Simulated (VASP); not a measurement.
# La2Zr3O (P6/mmm) in VASP: further runs, part 2 of 2

VASP 6.6.1. The steps go on from the part before.

**3. Relaxation of cell and atoms, PBE**

This run uses another cell than the first one, of 27.44 Å³/atom.

Contents of INCAR:

```
PREC = Accurate ; ENCUT = 600
EDIFF = 1E-7 ; ISMEAR = 0
SIGMA = 0.1 ; LREAL = F
LASPH = T ; NELM = 60
ALGO = Normal ; ISIF = 3
LWAVE = F ; LCHARG = F
GGA = PE ; IBRION = 2
NSW = 90 ; EDIFFG = -0.04
```

Contents of KPOINTS:

```
regular mesh
0
Gamma
  6 6 4
```

Contents of POSCAR:

```
La2Zr3O
1.0
    5.5455956779      0.0000000000      0.0000000000
   -2.7727978389      4.8026267362      0.0000000000
    0.0000000000      0.0000000000      6.1814889213
La Zr O
2 3 1
Direct
    0.3333333333      0.6666666667      0.0000000000
    0.6666666667      0.3333333333      0.0000000000
    0.5000000000      0.0000000000      0.5000000000
    0.5000000000      0.5000000000      0.5000000000
    0.0000000000      0.5000000000      0.5000000000
    0.0000000000      0.0000000000      0.0000000000
```

Potentials or basis: VASP PAW PBE potentials, release 64 (La, Zr_sv, O).

Command:

```bash
cat potpaw_PBE.64/La/POTCAR potpaw_PBE.64/Zr_sv/POTCAR potpaw_PBE.64/O/POTCAR > POTCAR
mpirun -np 1 vasp_std > vasp.out
```

OUTCAR:

```text
PREC = Accurate
   ENCUT = 600
   EDIFF = 1E-7
   ISMEAR = 0
   LREAL = F
   LASPH = T
   NELM = 60
   ISIF = 3
   GGA = PE
   IBRION = 2
   NSW = 90
   EDIFFG = -0.04

 ion  position               nearest neighbor table
   1  0.333  0.667  0.000-   2 3.20   2 3.20   2 3.20   3 3.48   3 3.48   5 3.48   5 3.48   4 3.48
                             4 3.48
   2  0.667  0.333  0.000-   1 3.20   1 3.20   1 3.20   3 3.48   3 3.48   5 3.48   5 3.48   4 3.48
                             4 3.48
   3  0.500  0.000  0.500-   4 2.77   4 2.77   5 2.77   5 2.77   1 3.48   2 3.48   1 3.48   2 3.48

   4  0.500  0.500  0.500-   3 2.77   3 2.77   5 2.77   5 2.77   1 3.48   2 3.48   1 3.48   2 3.48

   5  0.000  0.500  0.500-   4 2.77   4 2.77   3 2.77   3 2.77   1 3.48   2 3.48   1 3.48   2 3.48

   6  0.000  0.000  0.000-
[... 198 lines left out ...]
  -------------------------------------------------------------------------------------
  Total       -1.5713791     -1.5713791      0.3836561     -0.0000000      0.0000000     -0.0000000
  in kB      -15.2922510    -15.2922510      3.7336411     -0.0000000      0.0000000     -0.0000000
  external PRESSURE =      -8.9502870 kB  Pullay stress =       0.0000000 kB
[... 107 lines left out ...]
--------------------------------------- Ionic step        4  -------------------------------------------

 number of electron      63.9999995 magnetization

 Free energy of the ion-electron system (eV)
  ---------------------------------------------------
  ext. energy  EPLUGINS =         0.00000000
  ---------------------------------------------------
  free energy    TOTEN  =       -36.30787326 eV

  energy without entropy =      -36.27328269  energy(sigma->0) =      -36.29057798

 E-fermi :   7.0241     XC(G=0):  -9.9039

 val. band max:        7.0230463403   @ k =   0.3333   0.1667   0.0000
 cond. band min:       7.0373145204   @ k =   0.1667   0.1667   0.0000
 fundamental gap:      0.0142681801
 Fermi energy:         7.0240920926

 k-point     1 :       0.0000    0.0000    0.0000
  band No.  band energies     occupation
      1     -41.5338      2.00000
      2     -41.1264      2.00000
      3     -41.1264      2.00000
      4     -26.0217      2.00000
      5     -25.4336      2.00000
      6     -20.8398      2.00000
[... 883 lines left out ...]
  FREE ENERGIE OF THE ION-ELECTRON SYSTEM (eV)
  ---------------------------------------------------
  free  energy   TOTEN  =       -36.3078732635 eV

  energy  without entropy=      -36.2732826932  energy(sigma->0) =      -36.29057798

 reached required accuracy - stopping structural energy minimisation
```

OSZICAR:

```text
N       E                     dE             d eps       ncg     rms          rms(c)
DAV:   1     0.975614334039E+03    0.97561E+03   -0.28661E+04  1634   0.250E+03
[... 56 lines left out ...]
DAV:   6    -0.363078463698E+02   -0.83258E-04   -0.61870E-04  2960   0.122E-01    0.573E-02
DAV:   7    -0.363078767537E+02   -0.30384E-04   -0.23518E-04  2960   0.838E-02    0.221E-02
DAV:   8    -0.363078744358E+02    0.23179E-05   -0.30783E-05  2880   0.370E-02    0.509E-03
DAV:   9    -0.363078738873E+02    0.54846E-06   -0.33234E-06  2872   0.114E-02    0.251E-03
DAV:  10    -0.363078730301E+02    0.85718E-06   -0.73194E-07  1888   0.696E-03    0.181E-03
DAV:  11    -0.363078733171E+02   -0.28696E-06   -0.86236E-08  1248   0.453E-03    0.358E-04
DAV:  12    -0.363078732635E+02    0.53562E-07   -0.40558E-08  1156   0.276E-03
   4 F= -.36307873E+02 E0= -.36290578E+02  d E =-.186117E-02
```

It took 8.2 min on 1 thread of Intel Xeon 6975P-C (Granite Rapids), shared host; peak memory 0.45 GiB.

Results:

```
Free energy                           : -36.3079 eV
Relaxed volume                        : 26.87 Å³/atom
Relaxed cell                          : a = 5.464 Å, b = 5.464 Å, c = 6.235 Å, α = 90.00°, β = 90.00°, γ = 120.00°
Space group after relaxing (to 0.1 Å) : P6/mmm (No. 191)
Energy gained by relaxing             : 4.3 meV/atom
Ionic steps                           : 4
Pressure after relaxing               : 0.1 GPa
Band gap on the k mesh                : zero (bands 32 and 33 overlap by 0.55 eV)
```

The path:
```
step  energy change (eV)  largest force (eV/Å)  pressure (GPa)  volume (Å³)
   1              0.0000                0.0000           -0.90       164.63
   2             -0.0235                0.0000            0.10       161.00
   3             -0.0239                0.0000            0.24       160.50
   4             -0.0258                0.0000            0.06       161.21
```

Final structure:
```cif
data_structure
_symmetry_space_group_name_H-M 'P 1'
_symmetry_Int_Tables_number 1
_cell_length_a 5.4641
_cell_length_b 5.4641
_cell_length_c 6.2349
_cell_angle_alpha 90.000
_cell_angle_beta 90.000
_cell_angle_gamma 120.000
_cell_volume 161.21
loop_
_atom_site_label
_atom_site_type_symbol
_atom_site_fract_x
_atom_site_fract_y
_atom_site_fract_z
_atom_site_occupancy
La1 La 0.33333 0.66667 0.00000 1
La2 La 0.66667 0.33333 0.00000 1
Zr1 Zr 0.50000 0.00000 0.50000 1
Zr2 Zr 0.50000 0.50000 0.50000 1
Zr3 Zr 0.00000 0.50000 0.50000 1
O1 O 0.00000 0.00000 0.00000 1
```

Levels at points of the mesh, in eV from the Fermi level:
```csv
k point,band 29,band 30,band 31,band 32,band 33,band 34,band 35,band 36
"(0.00, 0.00, 0.00)",-1.28,-1.13,-0.58,-0.58,0.06,0.06,0.63,1.07
"(0.50, 0.00, 0.00)",-0.69,-0.46,-0.34,0.14,0.25,0.50,0.66,0.93
"(0.00, 0.00, 0.50)",-0.92,-0.71,-0.71,-0.64,0.03,0.03,0.29,0.50
"(0.50, 0.00, 0.50)",-0.75,-0.57,-0.27,-0.05,0.41,0.52,0.70,1.08
```

Caveat: spin-orbit coupling is left out, which moves the levels of the heavy elements.

**4. Single point, PBE**

This run uses another cell than the first one, of 26.84 Å³/atom.

Contents of INCAR:

```
SYSTEM = La2Zr3O
  PREC = Accurate
  ENCUT = 520
  EDIFF = 1E-6
  ISMEAR = 0
  SIGMA = 0.1
  LREAL = .FALSE.
  LASPH = .TRUE.
  NELM = 100
  ALGO = Normal
  ISIF = 2
  LWAVE = .FALSE.
  LCHARG = .FALSE.
  GGA = PE
  NBANDS = 41
```

Contents of KPOINTS:

```
regular mesh
0
G
  12 12 6
  0 0 0
```

POSCAR, as its differences from that of step 3:

```diff
@@ -2,5 +2,5 @@
 1.0
-    5.5455956779      0.0000000000      0.0000000000
-   -2.7727978389      4.8026267362      0.0000000000
-    0.0000000000      0.0000000000      6.1814889213
+    5.4464519884      0.0000000000      0.0000000000
+   -2.7232259942      4.7167657824      0.0000000000
+    0.0000000000      0.0000000000      6.2691014658
 La Zr O
```

Command:

```bash
cat potpaw_PBE.64/La/POTCAR potpaw_PBE.64/Zr_sv/POTCAR potpaw_PBE.64/O/POTCAR > POTCAR
mpirun -np 1 vasp_std > vasp.out
```

It took 6.4 min on 1 thread of Intel Xeon 6975P-C (Granite Rapids), shared host; peak memory 0.61 GiB.

Results (log left out):

```yaml
Free_energy: -36.3198 eV
Pressure: 0.0 GPa
Band_gap_on_the_k_mesh: zero (bands 32 and 33 overlap by 0.44 eV)
```

Levels at points of the mesh, in eV from the Fermi level:
```tsv
k point	band 28	band 29	band 30	band 31	band 32	band 33	band 34	band 35	band 36	band 37
(0.00, 0.00, 0.00)	-1.28	-1.28	-1.14	-0.56	-0.56	0.06	0.06	0.61	1.09	1.09
(0.50, 0.00, 0.00)	-0.83	-0.69	-0.45	-0.35	0.13	0.25	0.49	0.68	0.94	1.27
(0.00, 0.00, 0.50)	-1.54	-0.95	-0.71	-0.71	-0.66	0.03	0.03	0.25	0.49	1.43
(0.50, 0.00, 0.50)	-0.94	-0.75	-0.57	-0.26	-0.06	0.41	0.50	0.71	1.11	1.26
```

Caveat: spin-orbit coupling is left out, which moves the levels of the heavy elements.

**5. Overview**

| task | cell | k mesh | cutoff (eV) | gap on the mesh (eV) | pressure (GPa) | relaxed volume (Å³/atom) |
| --- | --- | --- | --- | --- | --- | --- |
| relaxation of cell and atoms | relaxed from a = 6.036, b = 6.036, c = 3.513 Å, angles 90.0, 90.0, 120.0°, 6 atoms | 3 × 3 × 6 | 600 | none | 0.0 | 26.13 |
| relaxation of cell and atoms | relaxed from a = 5.546, b = 5.546, c = 6.181 Å, angles 90.0, 90.0, 120.0°, 6 atoms | 6 × 6 × 4 | 600 | none | 0.1 | 26.87 |
| single point | a = 5.446, b = 5.446, c = 6.269 Å, angles 90.0, 90.0, 120.0°, 6 atoms | 12 × 12 × 6 | 520 | none | 0.0 | - |

Alike in all rows: level PBE; potentials or basis VASP PAW PBE potentials, release 64 (La, Zr_sv, O); no spin polarisation; smearing gaussian 0.1 eV.

Caveats: some runs use coarse meshes; spin-orbit coupling is left out, which moves the levels of the heavy elements; the volume moved by over 15 % at a fixed basis, so the end points are rough (at least some runs).

Total energies depend on the potentials used, so only differences within one code and one set of settings carry meaning.
